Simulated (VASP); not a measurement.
## Sb: single point with revPBE

Sb:

```
Sb
1.0
     5.39132    0.00000    0.00000
    -2.69566    4.66902    0.00000
     0.00000    0.00000    3.21456
Sb
3
Direct
  0.00000 0.00000 0.00000
  0.33333 0.66667 0.50000
  0.66667 0.33333 0.50000
```

This cell differs from its parent crystal: volume scaled by 0.96.

- Program: VASP 6.6.1
- Task: single point
- Functional: revPBE
- Potentials or basis: VASP PAW PBE potentials, release 64 (Sb)
- Cutoff: 520 eV
- k mesh: 8 × 8 × 11
- Occupations: fermi-dirac, width 0.1 eV
- Spin: no spin polarisation
- Dipole correction: no
- Further INCAR settings: ALGO = Normal; EDIFF = 1e-07; NBANDS = 14

The pressure is 2.1 GPa.

Stress tensor (GPa, compression positive):
```
2.74 0.00 0.00
0.00 2.74 0.00
0.00 0.00 0.80
```

Levels at points of the mesh, in eV from the Fermi level:
```tsv
k point	band 5	band 6	band 7	band 8	band 9	band 10
(0.00, 0.00, 0.00)	-3.94	-3.66	-3.66	1.72	5.45	5.45
(0.50, 0.00, 0.00)	-0.96	-0.72	1.04	1.39	2.17	3.37
```

It took 64 s on 1 thread of Intel Xeon 6975P-C (shared host), peak memory 0.21 GiB.

Caveat: the PAW data sets were made with another functional, which shifts forces and pressure a little; spin-orbit coupling is left out, which moves the levels of the heavy elements.
